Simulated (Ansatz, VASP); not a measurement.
Sb: VASP beside Ansatz

```
Sb
1.0
     2.15420    1.24373    3.75800
    -2.15420    1.24373    3.75800
     0.00000   -2.48746    3.75800
Sb
2
Cartesian
  0.0000 0.0000 8.6416
  0.0000 0.0000 2.6324
```

Alike in both runs: task single point; functional PBE; k mesh 8 × 8 × 8; occupations gaussian, width 0.1 eV; no spin polarisation.

|  | VASP | Ansatz |
| --- | --- | --- |
| version | VASP 6.6.1 | Ansatz 0.2.0 |
| potentials or method | VASP PAW PBE potentials, release 64 (Sb) | Ansatz PAW |
| plane-wave cutoff (eV) | 520 | 420 |
| valence electrons in the cell | 10 | 30 |

```tsv
	VASP	Ansatz	Ansatz less VASP
gap on the k mesh at the Fermi level (eV)	none	none	-
pressure (GPa)	2.8	2.7	-0.07
traceless stress, the component that is largest in VASP (GPa)	-0.43	-0.38	+0.050
rms of the force components (eV/Å)	0.114	0.090	-0.0239
```

Atom by atom the forces differ by 0.024 eV/Å (rms over components). A gap of «none» marks a metal or a gap that the smearing closes. VASP's potentials hold 10 valence electrons a cell and Ansatz's 30, so a difference there can come from the potentials and not from the codes.

Spin-orbit coupling is off throughout.
